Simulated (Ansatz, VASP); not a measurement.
## Two plane-wave programs on PbS

Contents of POSCAR:

```
PbS
1.0
    0.0000000000      3.0239167281      3.0239167281
    3.0239167281      0.0000000000      3.0239167281
    3.0239167281      3.0239167281      0.0000000000
Pb S
1 1
Direct
    0.0000000000      0.0000000000      0.0000000000
    0.5000000000      0.5000000000      0.5000000000
```

INCAR.step1

```
SYSTEM = PbS
PREC     = Accurate       ! precision mode
ENCUT    = 520            ! plane-wave cutoff, eV
EDIFF    = 1E-5           ! SCF threshold, eV
ISMEAR   = -1             ! smearing method
SIGMA    = 0.05           ! smearing width, eV
LREAL    = .FALSE.        ! projectors in reciprocal space
LASPH    = .TRUE.         ! aspherical terms in the spheres
NELM     = 100            ! most SCF steps
ALGO     = Normal         ! electronic algorithm
ISIF     = 2              ! what is computed and relaxed
LWAVE    = .TRUE.         ! write WAVECAR
LCHARG   = .FALSE.        ! write CHGCAR
NBANDS   = 17             ! bands
GGA      = PE             ! functional
```

The input INCAR.step2:

```
SYSTEM = PbS
PREC     = Accurate       ! precision mode
ENCUT    = 520            ! plane-wave cutoff, eV
EDIFF    = 1E-7           ! SCF threshold, eV
ISMEAR   = -1             ! smearing method
SIGMA    = 0.05           ! smearing width, eV
LREAL    = .FALSE.        ! projectors in reciprocal space
LASPH    = .TRUE.         ! aspherical terms in the spheres
NELM     = 100            ! most SCF steps
ALGO     = Normal         ! electronic algorithm
ISIF     = 2              ! what is computed and relaxed
LWAVE    = .FALSE.        ! write WAVECAR
LCHARG   = .FALSE.        ! write CHGCAR
GGA      = PE             ! functional
LHFCALC  = .TRUE.         ! exact exchange
AEXX     = 0.25           ! exact-exchange fraction
PRECFOCK = Normal       
NBANDS   = 17             ! bands
ISTART   = 1
```

File KPOINTS:

```
Automatic mesh
0
G
  4 4 4
  0 0 0
```

Contents of input.yaml:

```yaml
crystal:
  lattice:
    - [0.0, 3.0239167281, 3.0239167281]
    - [3.0239167281, 0.0, 3.0239167281]
    - [3.0239167281, 3.0239167281, 0.0]
  atoms:
    - { symbol: Pb, position: [0.0, 0.0, 0.0] }
    - { symbol: S, position: [0.5, 0.5, 0.5] }
hamiltonian:
  xc: pbe0
  pseudopotentials: { kind: paw }
kpoints:
  mp_grid: { grid: [4, 4, 4] }
scf:
  occupations: { method: fermi_dirac, width: 0.05 }
output:
  forces: true
  stress: true
  eigenvalues: true
```

Alike in both runs: task single point; functional PBE0; k mesh 4 × 4 × 4; occupations fermi-dirac, width 0.05 eV; no spin polarisation.

|  | VASP | Ansatz |
| --- | --- | --- |
| version | VASP 6.6.1 | Ansatz 0.2.0 |
| potentials or method | VASP PAW PBE potentials, release 64 (Pb_d, S) | Ansatz PAW |
| plane-wave cutoff (eV) | 520 | 420 |
| valence electrons in the cell | 20 | 20 |

VASP gave:

```
gap on the k mesh at the Fermi level (eV) : 1.70
least direct gap on the mesh (eV)         : 1.70
pressure (GPa)                            : -2.2
```

Problem. Which values does Ansatz return?

Solution. gap on the k mesh at the Fermi level (eV): 1.64; least direct gap on the mesh (eV): 1.64; pressure (GPa): -2.0.

The k mesh is coarse, so the values compare programs but aren't converged. Neither program's run includes spin-orbit coupling.
